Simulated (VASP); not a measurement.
# ZnSn2N3 (R-3m) in VASP: notebook

ZnSn2N3 is run at these levels: PBE; tasks: single point, relaxation of cell and atoms.

Everything below comes from runs of VASP 6.6.1. Logs are shortened: lines on timing, memory, paths and dates and some standing lists are left out, and cuts for length are marked.

### 1 The cell of the first run

It takes space group R-3m (No. 166, trigonal). Conventional cell: a = 5.369 Å, b = 5.369 Å, c = 12.744 Å, α = 90.00°, β = 90.00°, γ = 120.00°. Within 3.5 Å of Zn (site symmetry -3m) lie 6 N at 2.63 Å and 6 Sn at 3.15 Å. Sn (site symmetry 3m) has 9 N at 3.09 to 3.11 Å and 3 Zn at 3.15 Å and 4 Sn at 3.15 to 3.29 Å within 4.1 Å. Within 3.5 Å of N (site symmetry 2/m) lie 2 Zn at 2.63 Å and 4 N at 2.68 Å and 6 Sn at 3.09 to 3.11 Å.

### 2 Single point, PBE

INCAR

```
SYSTEM = ZnSn2N3
PREC = Accurate
ENCUT = 520
EDIFF = 1E-6
ISMEAR = 0
SIGMA = 0.1
LREAL = .False.
LASPH = .True.
NELM = 100
ALGO = Normal
ISIF = 2
LWAVE = .False.
LCHARG = .False.
GGA = PE
NBANDS = 36
```

KPOINTS

```
regular mesh
0
Gamma
  6 6 6
  0 0 0
```

POSCAR

```
ZnSn2N3
1.0
    2.6842970800      1.5497796400      4.2480560700
   -2.6842970800      1.5497796400      4.2480560700
    0.0000000000     -3.0995592800      4.2480560700
Zn Sn N
1 2 3
Direct
    0.0000000000      0.0000000000      0.0000000000
    0.6237660100      0.6237660100      0.6237660100
    0.3762339900      0.3762339900      0.3762339900
    0.0000000000      0.5000000000      0.0000000000
    0.5000000000      0.0000000000      0.0000000000
    0.0000000000      0.0000000000      0.5000000000
```

Potentials or basis: VASP PAW PBE potentials, release 64 (Zn, Sn_d, N).

Command:

```console
$ cat potpaw_PBE.64/Zn/POTCAR potpaw_PBE.64/Sn_d/POTCAR potpaw_PBE.64/N/POTCAR > POTCAR
$ mpirun -np 1 vasp_std > vasp.out
```

OUTCAR:

```text
SYSTEM = ZnSn2N3
   PREC = Accurate
   ENCUT = 520
   EDIFF = 1E-6
   ISMEAR = 0
   LREAL = .False.
   LASPH = .True.
   NELM = 100
   ISIF = 2
   GGA = PE

 ion  position               nearest neighbor table
   1  0.000  0.000  0.000-   2 3.15   3 3.15   2 3.15   2 3.15   3 3.15   3 3.15
   2  0.624  0.624  0.624-   1 3.15   1 3.15   1 3.15   3 3.15   3 3.29   3 3.29   3 3.29
   3  0.376  0.376  0.376-   1 3.15   1 3.15   1 3.15   2 3.15   2 3.29   2 3.29   2 3.29
   4  0.000  0.500  0.000-
   5  0.500  0.000  0.000-
   6  0.000  0.000  0.500-

  LATTYP: Found a trigonal (rhomboedric) cell.
 ALAT       =     5.2586355759
 COS(alpha) =     0.4788712861

  Lattice vectors:

 A1 = (   2.6842970800,   1.5497796400,   4.2480560700)
 A2 = (  -2.6842970800,   1.5497796400,   4.2480560700)
 A3 = (   0.0000000000,  -3.0995592800,   4.2480560700)

Analysis of symmetry for initial positions (statically):
=====================================================================
 Subroutine PRICEL returns:
 Original cell was already a primitive cell.

 Routine SETGRP: Setting up the symmetry group for a
 trigonal (rhombohedral) supercell.

 Subroutine GETGRP returns: Found 12 space group operations
 (whereof 12 operations were pure point group operations)
 out of a pool of 12 trial point group operations.

The static configuration has the point symmetry D_3d.

Analysis of symmetry for dynamics (positions and initial velocities):
=====================================================================
 Subroutine PRICEL returns:
 Original cell was already a primitive cell.

 Routine SETGRP: Setting up the symmetry group for a
 trigonal (rhombohedral) supercell.

 Subroutine GETGRP returns: Found 12 space group operations
 (whereof 12 operations were pure point group operations)
 out of a pool of 12 trial point group operations.

The dynamic configuration has the point symmetry D_3d.

 Subroutine INISYM returns: Found 12 space group operations
 (whereof 12 operations are pure point group operations),
 and found     1 'primitive' translations

----------------------------------------------------------------------------------------

                                     Primitive cell

  volume of cell :     106.0332

  direct lattice vectors                    reciprocal lattice vectors
     2.684297080  1.549779640  4.248056070     0.186268503  0.107542171  0.078467263
    -2.684297080  1.549779640  4.248056070    -0.186268503  0.107542171  0.078467263
     0.000000000 -3.099559280  4.248056070     0.000000000 -0.215084341  0.078467263

  length of vectors
     5.258635576  5.258635576  5.258635574     0.228950618  0.228950618  0.228950618

  position of ions in fractional coordinates (direct lattice)
     0.000000000  0.000000000  0.000000000
     0.623766010  0.623766010  0.623766010
     0.376233990  0.376233990  0.376233990
     0.000000000  0.500000000  0.000000000
     0.500000000  0.000000000  0.000000000
     0.000000000  0.000000000  0.500000000

  ion indices of the primitive-cell ions
   primitive index   ion index
                 1           1
                 2           2
                 3           3
                 4           4
                 5           5
                 6           6

----------------------------------------------------------------------------------------

 KPOINTS: regular mesh

Automatic generation of k-mesh.
 Grid dimensions read from file:
 generate k-points for:    6    6    6

 Generating k-lattice:

  Cartesian coordinates                     Fractional coordinates (reciprocal lattice)
     0.031044751  0.017923695  0.013077877     0.166666667  0.000000000  0.000000000
    -0.031044751  0.017923695  0.013077877     0.000000000  0.166666667  0.000000000
     0.000000000 -0.035847390  0.013077877     0.000000000  0.000000000  0.166666667

  Length of vectors
     0.038158436  0.038158436  0.038158436

  Shift w.r.t. Gamma in fractional coordinates (k-lattice)
     0.000000000  0.000000000  0.000000000

 Subroutine IBZKPT returns following result:
 ===========================================

 Found     32 irreducible k-points:

 Following reciprocal coordinates:
            Coordinates               Weight
  0.000000  0.000000  0.000000      1.000000
  0.166667  0.000000  0.000000      6.000000
  0.333333  0.000000  0.000000      6.000000
  0.500000  0.000000  0.000000      3.000000
  0.166667  0.166667  0.000000      6.000000
  0.333333  0.166667  0.000000     12.000000
[... 16 lines left out ...]
  0.500000  0.500000  0.166667      6.000000
 -0.333333  0.500000  0.166667     12.000000
 [... further k-points ...]
   k-points           NKPTS =     32   k-points in BZ     NKDIM =     32   number of bands    NBANDS=     36
   number of dos      NEDOS =    301   number of ions     NIONS =      6
   total plane-waves  NPLWV =  64000
   dimension x,y,z NGX =    40 NGY =   40 NGZ =   40
   dimension x,y,z NGXF=    80 NGYF=   80 NGZF=   80
   ions per type =               1   2   3
   NGX,Y,Z   is equivalent  to a cutoff of  12.65, 12.65, 12.65 a.u.
   NGXF,Y,Z  is equivalent  to a cutoff of  25.29, 25.29, 25.29 a.u.
 SYSTEM =  ZnSn2N3
   PREC   = accura    normal or accurate (medium, high low for compatibility)
   ISTART =      0    job   : 0-new  1-cont  2-samecut
   ICHARG =      2    charge: 1-file 2-atom 10-const
   ISPIN  =      1    spin polarized calculation?
   LNONCOLLINEAR =      F non collinear calculations
   LSORBIT =      F    spin-orbit coupling
   LASPH  =      T    aspherical Exc in radial PAW
   ENCUT  =  520.0 eV  38.22 Ry    6.18 a.u.   9.78  9.78  9.78*2*pi/ulx,y,z
   NELM   =    100;   NELMIN=  2; NELMDL= -5     # of ELM steps
   EDIFF  = 0.1E-05   stopping-criterion for ELM
   LREAL  =      F    real-space projection
   EDIFFG = 0.1E-04   stopping-criterion for IOM
   NSW    =      0    number of steps for IOM
   IBRION =     -1    ionic relax: 0-MD 1-quasi-New 2-CG
   NFREE  =      0    steps in history (QN), initial steepest desc. (CG)
   ISIF   =      2    stress and relaxation
   ISYM   =      2    0-nonsym 1-usesym 2-fastsym
   POTIM  = 0.5000    time-step for ionic-motion
   TEBEG  =    0.0;   TEEND  =   0.0 temperature during run
   PSTRESS=    0.0 pullay stress
   NELECT =      55.0000    total number of electrons
   NUPDOWN=      -1.0000    fix difference up-down
   EMIN   =  10.00;   EMAX   =-10.00  energy-range for DOS
   EFERMI =   0.00;   METHOD = LEGACY
   ISMEAR =     0;   SIGMA  =   0.10  broadening in eV -4-tet -1-fermi 0-gaus
   EFERMI_NEDOS =   21; number of points for ismear=-14 and -15
   IALGO  =     38    algorithm
   IMIX   =      4    mixing-type and parameters
     AMIX     =   0.40;   BMIX     =  1.00
     AMIX_MAG =   1.60;   BMIX_MAG =  1.00
  volume/ion in A,a.u.               =      17.67       119.26
  Fermi-wavevector in a.u.,A,eV,Ry     =   1.315371  2.485691 23.540825  1.730202
  Thomas-Fermi vector in A             =   2.445559
   LORBIT       =      0    0 simple, 1 ext, 2 COOP (PROOUT), +10 PAW based schemes
   GGA     = PE    functional components
   LHFCALC =     F    Hartree Fock is set to
   AEXX    =    0.0000 exact exchange contribution
   IVDW    =     0    specifies the selected vdW correction
   LEPSILON=     F    determine dielectric tensor
   LRPA    =     F    only Hartree local field effects (RPA)
 non-spin polarized calculation
 Gauss-broadening in eV      SIGMA  =   0.10
  energy-cutoff  :      520.00
  volume of cell :      106.03
 maximum number of plane-waves:      2868
   NGX = 19   NGY = 19   NGZ = 19

 number of electron      55.0000010 magnetization

 Free energy of the ion-electron system (eV)
  ---------------------------------------------------
  ext. energy  EPLUGINS =         0.00000000
  ---------------------------------------------------
  free energy    TOTEN  =       -22.12629903 eV

  energy without entropy =      -22.11007770  energy(sigma->0) =      -22.11818837

 E-fermi :   4.6911     XC(G=0): -10.4157

 val. band max:        4.6879526928   @ k =   0.5000   0.0000   0.0000
 cond. band min:       4.7037702901   @ k =  -0.3333   0.1667  -0.0000
 fundamental gap:      0.0158175973
 Fermi energy:         4.6911334894

 k-point     1 :       0.0000    0.0000    0.0000
  band No.  band energies     occupation
      1     -17.0856      2.00000
      2     -17.0744      2.00000
      3     -17.0744      2.00000
      4     -17.0501      2.00000
      5     -17.0501      2.00000
      6     -16.9767      2.00000
[... 28 lines left out ...]
     35       8.0485      0.00000
     36      10.4085      0.00000

 k-point     2 :       0.1667    0.0000    0.0000
  band No.  band energies     occupation
      1     -17.0875      2.00000
      2     -17.0796      2.00000
      3     -17.0729      2.00000
      4     -17.0455      2.00000
      5     -17.0431      2.00000
      6     -16.9793      2.00000
[... 28 lines left out ...]
     35       8.2521      0.00000
     36      10.2324      0.00000

 k-point     3 :       0.3333    0.0000    0.0000
  band No.  band energies     occupation
      1     -17.0902      2.00000
      2     -17.0856      2.00000
      3     -17.0693      2.00000
      4     -17.0369      2.00000
      5     -17.0343      2.00000
      6     -16.9902      2.00000
[... 28 lines left out ...]
     35       8.9390      0.00000
     36      10.0066      0.00000

 k-point     4 :       0.5000    0.0000    0.0000
  band No.  band energies     occupation
      1     -17.0912      2.00000
      2     -17.0875      2.00000
      3     -17.0676      2.00000
      4     -17.0322      2.00000
      5     -17.0314      2.00000
      6     -16.9971      2.00000
[... 28 lines left out ...]
     35       9.4999      0.00000
     36       9.8829      0.00000

 k-point     5 :       0.1667    0.1667    0.0000
  band No.  band energies     occupation
      1     -17.0870      2.00000
      2     -17.0786      2.00000
      3     -17.0765      2.00000
      4     -17.0444      2.00000
      5     -17.0387      2.00000
      6     -16.9892      2.00000
[... 655 lines left out ...]
 k-point    22 :      -0.1667    0.3333    0.1667
  band No.  band energies     occupation
      1     -17.0955      2.00000
      2     -17.0921      2.00000
      3     -17.0575      2.00000
      4     -17.0276      2.00000
      5     -17.0201      2.00000
      6     -17.0078      2.00000
[... 28 lines left out ...]
     35       9.3231      0.00000
     36       9.8197      0.00000

 k-point    23 :       0.5000    0.5000    0.1667
  band No.  band energies     occupation
      1     -17.0962      2.00000
      2     -17.0882      2.00000
      3     -17.0596      2.00000
      4     -17.0240      2.00000
      5     -17.0206      2.00000
      6     -17.0074      2.00000
[... 28 lines left out ...]
     35       8.9552      0.00000
     36       9.9100      0.00000

 k-point    24 :      -0.3333    0.5000    0.1667
  band No.  band energies     occupation
      1     -17.0972      2.00000
      2     -17.0946      2.00000
      3     -17.0456      2.00000
      4     -17.0290      2.00000
      5     -17.0124      2.00000
      6     -17.0102      2.00000
[... 28 lines left out ...]
     35       9.0471      0.00000
     36       9.9220      0.00000

 [... further k-points ...]
[... 5 lines left out ...]
  --------------------------------------------------------------------------------------
  -------------------------------------------------------------------------------------
  Total       -6.6313684     -6.6313684    -14.9846713      0.0000000     -0.0000000     -0.0000000
  in kB     -100.2009215   -100.2009213   -226.4205197      0.0000000     -0.0000000     -0.0000000
  external PRESSURE =    -142.2741209 kB  Pullay stress =       0.0000000 kB

 VOLUME and BASIS-vectors are now :
 -----------------------------------------------------------------------------
  energy-cutoff  :      520.00
  volume of cell :      106.03
      direct lattice vectors                 reciprocal lattice vectors
     2.684297080  1.549779640  4.248056070     0.186268503  0.107542171  0.078467263
    -2.684297080  1.549779640  4.248056070    -0.186268503  0.107542171  0.078467263
     0.000000000 -3.099559280  4.248056070     0.000000000 -0.215084341  0.078467263

 POSITION                                       TOTAL-FORCE (eV/Angst)
 -----------------------------------------------------------------------------------
      0.00000      0.00000      0.00000        -0.000000      0.000000     -0.000000
      0.00000      0.00000      7.94938         0.000000     -0.000000     -0.231247
      0.00000      0.00000      4.79479         0.000000     -0.000000      0.231247
     -1.34215      0.77489      2.12403         0.000000      0.000000     -0.000000
      1.34215      0.77489      2.12403        -0.000000      0.000000     -0.000000
      0.00000     -1.54978      2.12403        -0.000000      0.000000     -0.000000
 -----------------------------------------------------------------------------------
    total drift:                                0.000000      0.000000     -0.000000

  FREE ENERGIE OF THE ION-ELECTRON SYSTEM (eV)
  ---------------------------------------------------
  free  energy   TOTEN  =       -22.1262990320 eV

  energy  without entropy=      -22.1100777048  energy(sigma->0) =      -22.11818837
```

It took 86 s on 1 thread of Intel Xeon Platinum 8488C (Sapphire Rapids), shared host; peak memory 0.3 GiB.

What came out:

```yaml
Free_energy: -22.1263 eV
Pressure: -14.2 GPa
Largest_force: 0.231 eV/Å
```

Forces on the atoms (eV/Å):
```
Zn   0.000  0.000  0.000
Sn   0.000  0.000 -0.231
Sn   0.000  0.000  0.231
N    0.000  0.000  0.000
N    0.000  0.000  0.000
N    0.000  0.000  0.000
```

Stress tensor (GPa, compression positive):
```
-10.02   0.00   0.00
  0.00 -10.02   0.00
  0.00   0.00 -22.64
```

Levels at points of the mesh, in eV from the Fermi level:
```
           k point  band 26  band 27  band 28  band 29  band 30  band 31
(0.00, 0.00, 0.00)    -1.66    -1.25    -0.31    -0.31     0.67     0.81
(0.50, 0.00, 0.00)    -0.99    -0.84    -0.45     0.00     1.11     1.31
(0.50, 0.50, 0.00)    -0.79    -0.69    -0.52     0.56     1.19     1.39
(0.50, 0.50, 0.50)    -0.90     0.71     1.00     1.00     1.06     1.23
```

Caveat: spin-orbit coupling is left out, which moves the levels of the heavy elements.

### 3 Single point, PBE

This run uses another cell than the first one, of 14.00 Å³/atom, 0.792 times its volume.

INCAR

```
SYSTEM = ZnSn2N3
  ALGO = Normal
  EDIFF = 1E-6
  ENCUT = 520
  GGA = PE
  ISIF = 2
  ISMEAR = 0
  LASPH = .True.
  LCHARG = .False.
  LREAL = .False.
  LWAVE = .False.
  NBANDS = 36
  NELM = 100
  PREC = Accurate
  SIGMA = 0.1
```

KPOINTS

```
k-points
0
Gamma
  6 6 6
  0 0 0
```

POSCAR

```
ZnSn2N3
1.0
    2.9708766968      1.7152364606      2.7464403914
   -2.9708766968      1.7152364606      2.7464403914
    0.0000000000     -3.4304729213      2.7464403914
Zn Sn N
1 2 3
Direct
    0.0000000000      0.0000000000      0.0000000000
    0.6739146789      0.6739146789      0.6739146789
    0.3260853211      0.3260853211      0.3260853211
    0.0000000000      0.5000000000      0.0000000000
    0.5000000000      0.0000000000      0.0000000000
    0.0000000000      0.0000000000      0.5000000000
```

Potentials or basis: VASP PAW PBE potentials, release 64 (Zn, Sn_d, N).

Command:

```console
$ cat potpaw_PBE.64/Zn/POTCAR potpaw_PBE.64/Sn_d/POTCAR potpaw_PBE.64/N/POTCAR > POTCAR
$ mpirun -np 1 vasp_std > vasp.out
```

OUTCAR:

```text
SYSTEM = ZnSn2N3
   EDIFF = 1E-6
   ENCUT = 520
   GGA = PE
   ISIF = 2
   ISMEAR = 0
   LASPH = .True.
   LREAL = .False.
   NELM = 100
   PREC = Accurate

 ion  position               nearest neighbor table
   1  0.000  0.000  0.000-   4 2.20   5 2.20   4 2.20   5 2.20   6 2.20   6 2.20   2 2.69   3 2.69

   2  0.674  0.674  0.674-   6 2.16   5 2.16   4 2.16   1 2.69   3 2.87   3 3.43   3 3.43   3 3.43

   3  0.326  0.326  0.326-   6 2.16   5 2.16   4 2.16   1 2.69   2 2.87   2 3.43   2 3.43   2 3.43

   4  0.000  0.500  0.000-   2 2.16   3 2.16   1 2.20   1 2.20
   5  0.500  0.000  0.000-   2 2.16   3 2.16   1 2.20   1 2.20
   6  0.000  0.000  0.500-   2 2.16   3 2.16   1 2.20   1 2.20
[... 1145 lines left out ...]
  Total        0.1926549      0.1926549      0.2837510      0.0000000     -0.0000000      0.0000000
  in kB        3.6758739      3.6758739      5.4139961      0.0000000     -0.0000000      0.0000000
  external PRESSURE =       4.2552480 kB  Pullay stress =       0.0000000 kB

 VOLUME and BASIS-vectors are now :
 -----------------------------------------------------------------------------
  energy-cutoff  :      520.00
  volume of cell :       83.97
      direct lattice vectors                 reciprocal lattice vectors
     2.970876697  1.715236461  2.746440391     0.168300489  0.097168332  0.121369222
    -2.970876697  1.715236461  2.746440391    -0.168300489  0.097168332  0.121369222
     0.000000000 -3.430472921  2.746440391     0.000000000 -0.194336665  0.121369222

 POSITION                                       TOTAL-FORCE (eV/Angst)
 -----------------------------------------------------------------------------------
      0.00000      0.00000      0.00000         0.000000     -0.000000     -0.000000
      0.00000     -0.00000      5.55260         0.000000      0.000000     -0.026208
      0.00000     -0.00000      2.68672         0.000000     -0.000000      0.026208
     -1.48544      0.85762      1.37322         0.000000     -0.000000     -0.000000
      1.48544      0.85762      1.37322         0.000000      0.000000     -0.000000
      0.00000     -1.71524      1.37322        -0.000000     -0.000000     -0.000000
 -----------------------------------------------------------------------------------
    total drift:                                0.000000      0.000000     -0.000000

  FREE ENERGIE OF THE ION-ELECTRON SYSTEM (eV)
  ---------------------------------------------------
  free  energy   TOTEN  =       -28.2612209780 eV

  energy  without entropy=      -28.2419936531  energy(sigma->0) =      -28.25160732
```

stdout:

```text
POSCAR found type information on POSCAR ZnSnN
 POSCAR found :  3 types and       6 ions
 scaLAPACK will be used
 LDA part: xc-table for (Slater+PW92), standard interpolation
 POSCAR, INCAR and KPOINTS ok, starting setup
 FFT: planning ... GRIDC
 FFT: planning ... GRID_SOFT
 FFT: planning ... GRID
 WAVECAR not read
 entering main loop
```

Wall time 68 s (1 thread of Intel Xeon Platinum 8488C (Sapphire Rapids), shared host); peak memory 0.25 GiB.

What came out:

| Property | Result |
| --- | --- |
| Free energy | -28.2612 eV |
| Pressure | 0.4 GPa |
| Largest force | 0.026 eV/Å |

Forces on the atoms (eV/Å):
```
Zn   0.000  0.000  0.000
Sn   0.000  0.000 -0.026
Sn   0.000  0.000  0.026
N    0.000  0.000  0.000
N    0.000  0.000  0.000
N    0.000  0.000  0.000
```

Levels at points of the mesh, in eV from the Fermi level:
```tsv
k point	band 24	band 25	band 26	band 27	band 28	band 29	band 30	band 31	band 32	band 33
(0.00, 0.00, 0.00)	-2.44	-1.86	-0.43	-0.43	-0.24	2.24	2.24	2.73	2.95	4.09
(0.50, 0.00, 0.00)	-2.33	-1.31	-1.18	-0.86	-0.34	-0.32	4.08	4.71	5.30	5.40
(0.50, 0.50, 0.00)	-2.58	-2.47	-0.91	-0.07	0.54	0.82	3.63	4.00	5.82	7.66
(0.50, 0.50, 0.50)	-0.53	-0.53	0.54	0.54	0.55	2.76	3.71	5.57	5.57	5.67
```

Caveat: spin-orbit coupling is left out, which moves the levels of the heavy elements.

(Part 1 of 2 ends here.)
